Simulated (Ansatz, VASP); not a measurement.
**GaN in VASP and in Ansatz**

```
Ga N
1.0
     2.62877    0.00000    0.00000
     0.00000    2.62877    0.00000
     0.00000    0.00000    2.62877
Ga N
1 1
Direct
  0.00000 0.00000 0.00000
  0.50000 0.50000 0.50000
```

Change from the starting cell: volume scaled by 0.88, PAW files.

Alike in both runs: task single point; functional PBE; k mesh 14 × 14 × 14; occupations fermi-dirac, width 0.08 eV; no spin polarisation.

|  | VASP | Ansatz |
| --- | --- | --- |
| version | VASP 6.6.1 | Ansatz 0.2.0 |
| potentials or method | VASP PAW PBE potentials, release 64 (Ga_d, N) | PAW with Ansatz's default frozen-core files, scalar-relativistic |
| plane-wave cutoff (eV) | 520 | 420 |
| valence electrons in the cell | 18 | 18 |

VASP gave:

```
pressure (GPa) : 26.1
```

Problem. What did Ansatz give for the same quantities?

Solution. Pressure (GPa): 25.2.
